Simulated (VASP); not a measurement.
A run of VASP 6.6.1 is set up as follows.

Contents of INCAR:

```
  PREC = Accurate
  ENCUT = 520
  EDIFF = 1E-6
  ISMEAR = 0
  SIGMA = 0.1
  LREAL = F
  LASPH = T
  NELM = 100
  ALGO = Normal
  ISIF = 2
  LWAVE = F
  LCHARG = F
  GGA = PE
  NBANDS = 33
```

KPOINTS

```
regular mesh
0
Gamma
  4 4 4
```

The input POSCAR:

```
HfSnSe4
1.0
    4.7256193480      0.0000000000      0.0000000000
    0.0000000000      4.7256193480      0.0000000000
    0.0000000000      0.0000000000      6.7463326196
Hf Sn Se
1 1 4
Direct
    0.0000000000      0.0000000000      0.0000000000
    0.5000000000      0.5000000000      0.5000000000
    0.5000000000      0.0000000000      0.7723494982
    0.0000000000      0.5000000000      0.2276505018
    0.5000000000      0.0000000000      0.2276505018
    0.0000000000      0.5000000000      0.7723494982
```

Potentials or basis: VASP PAW PBE potentials, release 64 (Hf_pv, Sn_d, Se).

Command:

```bash
$ cat potpaw_PBE.64/Hf_pv/POTCAR potpaw_PBE.64/Sn_d/POTCAR potpaw_PBE.64/Se/POTCAR > POTCAR
$ mpirun -np 1 vasp_std > vasp.out
```

Problem. Estimate the pressure.

Solution. -0.2 GPa.

Problem. What does it give for the largest force?

Solution. 0.010 eV/Å.

Problem. Predict the band gap on the k mesh.

Solution. Zero (band 24 reaches 5.04 eV, above the bottom of band 25 at 4.14 eV).

Forces on the atoms (eV/Å):
```
Hf   0.000  0.000  0.000
Sn   0.000  0.000  0.000
Se   0.000  0.000  0.010
Se   0.000  0.000 -0.010
Se   0.000  0.000 -0.010
Se   0.000  0.000  0.010
```

Caveat: spin-orbit coupling is left out, which moves the levels of the heavy elements.
